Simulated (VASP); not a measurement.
# Rh (Fm-3m) in VASP: a series of runs

The runs below take Rh through single point, relaxation of cell and atoms, with PBE.

Program: VASP 6.6.1. These are calculated values, not measurements. Logs are shortened: lines on timing, memory, paths and dates and some standing lists are left out, and cuts for length are marked.

## (1) The cell of the first run

The structure is cubic, space group Fm-3m (No. 225). The conventional cell has a = 3.832 Å, b = 3.832 Å, c = 3.832 Å, α = 90.00°, β = 90.00°, γ = 90.00°. Within 3.6 Å of Rh (site symmetry m-3m) lie 12 Rh at 2.71 Å.

## (2) Single point, PBE

File INCAR:

```
SYSTEM = Rh
  ALGO = Normal
  EDIFF = 1E-6
  ENCUT = 520
  GGA = PE
  ISIF = 2
  ISMEAR = -1
  LASPH = .TRUE.
  LCHARG = .FALSE.
  LREAL = .FALSE.
  LWAVE = .FALSE.
  NBANDS = 14
  NELM = 100
  PREC = Accurate
  SIGMA = 0.1
```

File KPOINTS:

```
k-points
0
G
  19 19 19
  0 0 0
```

File POSCAR:

```
Rh
1.0
    0.0000000000      1.9159734890      1.9159734890
    1.9159734890      0.0000000000      1.9159734890
    1.9159734890      1.9159734890      0.0000000000
Rh
1
Direct
    0.0000000000      0.0000000000      0.0000000000
```

Potentials or basis: VASP PAW PBE potentials, release 64 (Rh_pv).

Launch:

```console
$ cat potpaw_PBE.64/Rh_pv/POTCAR > POTCAR
$ mpirun -np 1 vasp_std > vasp.out
```

OUTCAR:

```text
SYSTEM = Rh
   EDIFF = 1E-6
   ENCUT = 520
   GGA = PE
   ISIF = 2
   ISMEAR = -1
   LASPH = .TRUE.
   LREAL = .FALSE.
   NELM = 100
   PREC = Accurate

 ion  position               nearest neighbor table
   1  0.000  0.000  0.000-

  LATTYP: Found a face centered cubic cell.
 ALAT       =     3.8319469780

  Lattice vectors:

 A1 = (   0.0000000000,   1.9159734890,   1.9159734890)
 A2 = (   1.9159734890,   0.0000000000,   1.9159734890)
 A3 = (   1.9159734890,   1.9159734890,   0.0000000000)

Analysis of symmetry for initial positions (statically):
=====================================================================
 Subroutine PRICEL returns:
 Original cell was already a primitive cell.

 Routine SETGRP: Setting up the symmetry group for a
 face centered cubic supercell.

 Subroutine GETGRP returns: Found 48 space group operations
 (whereof 48 operations were pure point group operations)
 out of a pool of 48 trial point group operations.

The static configuration has the point symmetry O_h .

Analysis of symmetry for dynamics (positions and initial velocities):
=====================================================================
 Subroutine PRICEL returns:
 Original cell was already a primitive cell.

 Routine SETGRP: Setting up the symmetry group for a
 face centered cubic supercell.

 Subroutine GETGRP returns: Found 48 space group operations
 (whereof 48 operations were pure point group operations)
 out of a pool of 48 trial point group operations.

The dynamic configuration has the point symmetry O_h .

 Subroutine INISYM returns: Found 48 space group operations
 (whereof 48 operations are pure point group operations),
 and found     1 'primitive' translations

----------------------------------------------------------------------------------------

                                     Primitive cell

  volume of cell :      14.0669

  direct lattice vectors                    reciprocal lattice vectors
     0.000000000  1.915973489  1.915973489    -0.260963945  0.260963945  0.260963945
     1.915973489  0.000000000  1.915973489     0.260963945 -0.260963945  0.260963945
     1.915973489  1.915973489  0.000000000     0.260963945  0.260963945 -0.260963945

  length of vectors
     2.709595693  2.709595693  2.709595693     0.452002811  0.452002811  0.452002811

  position of ions in fractional coordinates (direct lattice)
     0.000000000  0.000000000  0.000000000

  ion indices of the primitive-cell ions
   primitive index   ion index
                 1           1

----------------------------------------------------------------------------------------

 KPOINTS: k-points

Automatic generation of k-mesh.
 Grid dimensions read from file:
 generate k-points for:   19   19   19

 Generating k-lattice:

  Cartesian coordinates                     Fractional coordinates (reciprocal lattice)
    -0.013734944  0.013734944  0.013734944     0.052631579  0.000000000  0.000000000
     0.013734944 -0.013734944  0.013734944     0.000000000  0.052631579  0.000000000
     0.013734944  0.013734944 -0.013734944     0.000000000  0.000000000  0.052631579

  Length of vectors
     0.023789622  0.023789622  0.023789622

  Shift w.r.t. Gamma in fractional coordinates (k-lattice)
     0.000000000  0.000000000  0.000000000

 Subroutine IBZKPT returns following result:
 ===========================================

 Found    220 irreducible k-points:

 Following reciprocal coordinates:
            Coordinates               Weight
  0.000000  0.000000  0.000000      1.000000
  0.052632  0.000000  0.000000      8.000000
  0.105263  0.000000  0.000000      8.000000
  0.157895  0.000000  0.000000      8.000000
  0.210526  0.000000  0.000000      8.000000
  0.263158  0.000000  0.000000      8.000000
[... 16 lines left out ...]
 -0.315789  0.052632  0.000000     24.000000
 -0.263158  0.052632  0.000000     24.000000
 [... further k-points ...]
   k-points           NKPTS =    220   k-points in BZ     NKDIM =    220   number of bands    NBANDS=     14
   number of dos      NEDOS =    301   number of ions     NIONS =      1
   total plane-waves  NPLWV =   8000
   dimension x,y,z NGX =    20 NGY =   20 NGZ =   20
   dimension x,y,z NGXF=    40 NGYF=   40 NGZF=   40
   ions per type =               1
   NGX,Y,Z   is equivalent  to a cutoff of  12.27, 12.27, 12.27 a.u.
   NGXF,Y,Z  is equivalent  to a cutoff of  24.54, 24.54, 24.54 a.u.
 SYSTEM =  Rh
   PREC   = accura    normal or accurate (medium, high low for compatibility)
   ISTART =      0    job   : 0-new  1-cont  2-samecut
   ICHARG =      2    charge: 1-file 2-atom 10-const
   ISPIN  =      1    spin polarized calculation?
   LNONCOLLINEAR =      F non collinear calculations
   LSORBIT =      F    spin-orbit coupling
   LASPH  =      T    aspherical Exc in radial PAW
   ENCUT  =  520.0 eV  38.22 Ry    6.18 a.u.   5.04  5.04  5.04*2*pi/ulx,y,z
   NELM   =    100;   NELMIN=  2; NELMDL= -5     # of ELM steps
   EDIFF  = 0.1E-05   stopping-criterion for ELM
   LREAL  =      F    real-space projection
   EDIFFG = 0.1E-04   stopping-criterion for IOM
   NSW    =      0    number of steps for IOM
   IBRION =     -1    ionic relax: 0-MD 1-quasi-New 2-CG
   NFREE  =      0    steps in history (QN), initial steepest desc. (CG)
   ISIF   =      2    stress and relaxation
   ISYM   =      2    0-nonsym 1-usesym 2-fastsym
   POTIM  = 0.5000    time-step for ionic-motion
   TEBEG  =    0.0;   TEEND  =   0.0 temperature during run
   PSTRESS=    0.0 pullay stress
   NELECT =      15.0000    total number of electrons
   NUPDOWN=      -1.0000    fix difference up-down
   EMIN   =  10.00;   EMAX   =-10.00  energy-range for DOS
   EFERMI =   0.00;   METHOD = LEGACY
   ISMEAR =    -1;   SIGMA  =   0.10  broadening in eV -4-tet -1-fermi 0-gaus
   EFERMI_NEDOS =   21; number of points for ismear=-14 and -15
   IALGO  =     38    algorithm
   IMIX   =      4    mixing-type and parameters
     AMIX     =   0.40;   BMIX     =  1.00
     AMIX_MAG =   1.60;   BMIX_MAG =  1.00
  volume/ion in A,a.u.               =      14.07        94.93
  Fermi-wavevector in a.u.,A,eV,Ry     =   1.672524  3.160613 38.060085  2.797337
  Thomas-Fermi vector in A             =   2.757656
   LORBIT       =      0    0 simple, 1 ext, 2 COOP (PROOUT), +10 PAW based schemes
   GGA     = PE    functional components
   LHFCALC =     F    Hartree Fock is set to
   AEXX    =    0.0000 exact exchange contribution
   IVDW    =     0    specifies the selected vdW correction
   LEPSILON=     F    determine dielectric tensor
   LRPA    =     F    only Hartree local field effects (RPA)
 non-spin polarized calculation
  energy-cutoff  :      520.00
  volume of cell :       14.07
 maximum number of plane-waves:       388
   NGX =  9   NGY =  9   NGZ =  9

 number of electron      15.0000003 magnetization

 Free energy of the ion-electron system (eV)
  ---------------------------------------------------
  ext. energy  EPLUGINS =         0.00000000
  ---------------------------------------------------
  free energy    TOTEN  =        -7.28162796 eV

  energy without entropy =       -7.23524679  energy(sigma->0) =       -7.25843738

 E-fermi :  11.4773     XC(G=0): -13.8843

 val. band max:       11.4748226220   @ k =   0.3158   0.2105   0.0526
 cond. band min:      11.4816237568   @ k =   0.3158   0.2632   0.0000
 fundamental gap:      0.0068011348
 Fermi energy:        11.4773127203

 k-point     1 :       0.0000    0.0000    0.0000
  band No.  band energies     occupation
      1     -34.8490      2.00000
      2     -34.8490      2.00000
      3     -34.8490      2.00000
      4       3.6978      2.00000
      5       8.5203      2.00000
      6       8.5203      2.00000
      7       8.5203      2.00000
      8      10.5310      1.99984
      9      10.5310      1.99984
     10      27.4987      0.00000
     11      32.0922      0.00000
     12      32.8291      0.00000
     13      32.8291      0.00000
     14      32.8291      0.00000

 k-point     2 :       0.0526    0.0000    0.0000
  band No.  band energies     occupation
      1     -34.8679      2.00000
      2     -34.8516      2.00000
      3     -34.8516      2.00000
      4       3.8074      2.00000
      5       8.4722      2.00000
      6       8.5629      2.00000
      7       8.5629      2.00000
      8      10.5072      1.99988
      9      10.5072      1.99988
     10      27.6545      0.00000
     11      32.0857      0.00000
     12      32.1982      0.00000
     13      32.9860      0.00000
     14      32.9860      0.00000

 k-point     3 :       0.1053    0.0000    0.0000
  band No.  band energies     occupation
      1     -34.9224      2.00000
      2     -34.8590      2.00000
      3     -34.8590      2.00000
      4       4.1240      2.00000
      5       8.3491      2.00000
      6       8.6760      2.00000
      7       8.6760      2.00000
      8      10.4539      1.99993
      9      10.4539      1.99993
     10      28.0735      0.00000
     11      30.8404      0.00000
     12      32.0926      0.00000
     13      33.4425      0.00000
     14      33.4425      0.00000
[... 324 lines left out ...]
 k-point    23 :      -0.3158    0.0526    0.0000
  band No.  band energies     occupation
      1     -35.3576      2.00000
      2     -34.9404      2.00000
      3     -34.9142      2.00000
      4       5.7957      2.00000
      5       8.6575      2.00000
      6       8.7487      2.00000
      7       9.3488      2.00000
      8      11.0201      1.97954
      9      11.7455      0.12816
     10      23.7549      0.00000
     11      28.2301      0.00000
     12      32.0915      0.00000
     13      33.3762      0.00000
     14      35.5123      0.00000

 k-point    24 :      -0.2632    0.0526    0.0000
  band No.  band energies     occupation
      1     -35.2570      2.00000
      2     -34.9263      2.00000
      3     -34.8986      2.00000
      4       5.7209      2.00000
      5       8.5211      2.00000
      6       8.8437      2.00000
      7       8.8780      2.00000
      8      10.6090      1.99966
      9      11.2791      1.75787
     10      25.5034      0.00000
     11      28.8198      0.00000
     12      32.0914      0.00000
     13      34.1010      0.00000
     14      36.1996      0.00000

 [... further k-points ...]
[... 5 lines left out ...]
  --------------------------------------------------------------------------------------
  -------------------------------------------------------------------------------------
  Total        0.0026511      0.0026511      0.0026511      0.0000000     -0.0000000      0.0000000
  in kB        0.3019564      0.3019564      0.3019564      0.0000000     -0.0000000      0.0000000
  external PRESSURE =       0.3019564 kB  Pullay stress =       0.0000000 kB

 VOLUME and BASIS-vectors are now :
 -----------------------------------------------------------------------------
  energy-cutoff  :      520.00
  volume of cell :       14.07
      direct lattice vectors                 reciprocal lattice vectors
     0.000000000  1.915973489  1.915973489    -0.260963945  0.260963945  0.260963945
     1.915973489  0.000000000  1.915973489     0.260963945 -0.260963945  0.260963945
     1.915973489  1.915973489  0.000000000     0.260963945  0.260963945 -0.260963945

 POSITION                                       TOTAL-FORCE (eV/Angst)
 -----------------------------------------------------------------------------------
      0.00000      0.00000      0.00000         0.000000      0.000000      0.000000
 -----------------------------------------------------------------------------------
    total drift:                                0.000000      0.000000      0.000000

  FREE ENERGIE OF THE ION-ELECTRON SYSTEM (eV)
  ---------------------------------------------------
  free  energy   TOTEN  =        -7.2816279586 eV

  energy  without entropy=       -7.2352467920  energy(sigma->0) =       -7.25843738
```

Run time: 12 s. Hardware: 1 thread of Intel Xeon 6975P-C (Granite Rapids), shared host; peak memory 0.15 GiB.

Results:

```yaml
Free_energy: -7.2816 eV
Pressure: 0.0 GPa
```

## (3) Single point, PBE

This run uses another cell than the first one: it holds 2 atoms, not 1.

File INCAR:

```
SYSTEM = Rh
ALGO = Normal ; EDIFF = 1E-6
ENCUT = 520 ; GGA = PE
ISIF = 2 ; ISMEAR = -1
LASPH = .True. ; LCHARG = .True.
LELF = .True. ; LREAL = .False.
LVHAR = .True. ; LWAVE = .False.
NBANDS = 22 ; NELM = 100
PREC = Accurate ; SIGMA = 0.1
```

File KPOINTS:

```
k-points
0
Gamma
  12 9 12
  0 0 0
```

File POSCAR:

```
Rh
1.0
   -1.9159734890      1.9159734890      0.0000000000
    0.0000000000      0.0000000000      3.8319469780
    1.9159734890      1.9159734890      0.0000000000
Rh
2
Direct
    0.0000000000      0.0000000000      0.0000000000
    0.5000000000      0.5000000000      0.5000000000
```

Potentials or basis: VASP PAW PBE potentials, release 64 (Rh_pv).

Launch:

```console
$ cat potpaw_PBE.64/Rh_pv/POTCAR > POTCAR
$ mpirun -np 1 vasp_std > vasp.out
```

It took 22 s on 1 thread of Intel Xeon 6975P-C (Granite Rapids), shared host; peak memory 0.18 GiB.

Results (log left out):

```
Free energy            : -14.5620 eV
Pressure               : 0.0 GPa
Band gap on the k mesh : zero (band 15 reaches 12.44 eV, above the bottom of band 16 at 10.41 eV)
```

Levels at points of the mesh, in eV from the Fermi level:
```tsv
k point	band 11	band 12	band 13	band 14	band 15	band 16	band 17	band 18	band 19	band 20
(0.00, 0.00, 0.00)	-2.96	-2.96	-0.95	-0.95	0.53	0.96	0.96	3.25	12.00	13.20
(0.50, 0.00, 0.00)	-3.33	-3.33	-1.81	-1.81	-1.04	-1.04	2.99	2.99	13.14	13.14
(0.50, 0.00, 0.50)	0.53	0.53	0.96	0.96	0.96	0.96	3.25	3.25	12.00	12.00
```

(Continued in part 2 of 2.)
